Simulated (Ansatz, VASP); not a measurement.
**Two plane-wave programs on BP**

```xyz
2
Lattice="0.0000 2.3188 2.3188 2.3188 0.0000 2.3188 2.3188 2.3188 0.0000" Properties=species:S:1:pos:R:3 pbc="T T T"
B     0.0000    0.0000    0.0000
P     1.1594    1.1594    1.1594
```

Alike in both runs: task single point; functional PBE; k mesh 10 × 10 × 10; occupations gaussian, width 0.02 eV; no spin polarisation.

|  | VASP | Ansatz |
| --- | --- | --- |
| version | VASP 6.6.1 | Ansatz 0.2.0 |
| potentials or method | VASP PAW PBE potentials, release 64 (B, P), cutoff 520 eV | scalar-relativistic, plane waves, PAW |
| valence electrons in the cell | 8 | 8 |

|  | VASP | Ansatz | Ansatz less VASP |
| --- | --- | --- | --- |
| gap on the k mesh at the Fermi level (eV) | 1.33 | 1.33 | +0.004 |
| least direct gap on the mesh (eV) | 3.31 | 3.32 | +0.003 |
| pressure (GPa) | -8.6 | -8.4 | +0.18 |

The functional is the same, so the differences come from potentials, cutoffs and numerics.
